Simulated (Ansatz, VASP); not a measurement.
## Two plane-wave programs on PtS2

POSCAR

```
PtS2
1.0
    3.5666655845      0.0000000000      0.0000000000
   -1.7833327923      3.0888230030      0.0000000000
    0.0000000000      0.0000000000      5.0721705089
Pt S
1 2
Direct
    0.0000000000      0.0000000000      0.0000000000
    0.6666666667      0.3333333333      0.7730000000
    0.3333333333      0.6666666667      0.2270000000
```

File INCAR.step1:

```
PREC     = Accurate       # precision mode
ENCUT    = 520            # plane-wave cutoff, eV
ISMEAR   = -1             # smearing method
SIGMA    = 0.05           # smearing width, eV
LREAL    = F              # projectors in reciprocal space
LASPH    = T              # aspherical terms in the spheres
NELM     = 100            # most SCF steps
NBANDS   = 18             # bands
GGA      = PE             # functional
ALGO     = Normal         # electronic algorithm
EDIFF    = 1E-4           # SCF threshold, eV
LWAVE    = T              # write WAVECAR
LCHARG   = F              # write CHGCAR
```

The input INCAR.step2:

```
PREC     = Accurate       # precision mode
ENCUT    = 520            # plane-wave cutoff, eV
EDIFF    = 1E-6           # SCF threshold, eV
ISMEAR   = -1             # smearing method
SIGMA    = 0.05           # smearing width, eV
LREAL    = F              # projectors in reciprocal space
LASPH    = T              # aspherical terms in the spheres
NELM     = 100            # most SCF steps
ALGO     = Normal         # electronic algorithm
ISIF     = 2              # what is computed and relaxed
LWAVE    = F              # write WAVECAR
LCHARG   = F              # write CHGCAR
METAGGA  = R2SCAN         # meta-GGA
LMIXTAU  = T            
NBANDS   = 18             # bands
ISTART   = 1
```

The input KPOINTS:

```
regular mesh
0
Gamma
  9 9 5
```

Contents of input.yaml:

```yaml
crystal:
  lattice:
    - [3.5666655845, 0.0, 0.0]
    - [-1.7833327923, 3.088823003, 0.0]
    - [0.0, 0.0, 5.0721705089]
  atoms:
    - { symbol: Pt, position: [0.0, 0.0, 0.0] }
    - { symbol: S, position: [0.6666666667, 0.3333333333, 0.773] }
    - { symbol: S, position: [0.3333333333, 0.6666666667, 0.227] }
hamiltonian:
  xc: r2scan
  pseudopotentials: { kind: paw }
kpoints:
  mp_grid: { grid: [9, 9, 5] }
scf:
  occupations: { method: fermi_dirac, width: 0.05 }
output:
  forces: true
  stress: true
  eigenvalues: true
```

Alike in both runs: task single point; functional r2SCAN; k mesh 9 × 9 × 5; occupations fermi-dirac, width 0.05 eV; no spin polarisation.

|  | VASP | Ansatz |
| --- | --- | --- |
| version | VASP 6.6.1 | Ansatz 0.2.0 |
| potentials or method | VASP PAW PBE potentials, release 64 (Pt, S) | Ansatz PAW |
| plane-wave cutoff (eV) | 520 | 500 |
| valence electrons in the cell | 22 | 30 |

```csv
,VASP,Ansatz,Ansatz less VASP
gap on the k mesh at the Fermi level (eV),1.17,1.17,-0.001
least direct gap on the mesh (eV),1.23,1.24,+0.005
pressure (GPa),5.9,5.9,+0.07
"traceless stress, the component that is largest in VASP (GPa)",1.10,1.13,+0.022
rms of the force components (eV/Å),0.428,0.431,+0.0025
```

VASP's potentials were made for PBE, not for r2SCAN. Atom by atom the forces differ by 0.003 eV/Å (rms over components). VASP's potentials hold 22 valence electrons a cell and Ansatz's 30, so a difference there can come from the potentials and not from the codes.

Neither program's run includes spin-orbit coupling. Noted on Ansatz's run: odd divisions of the mesh miss points on the zone boundary, where band edges often lie, so the gap on the mesh can be too wide.
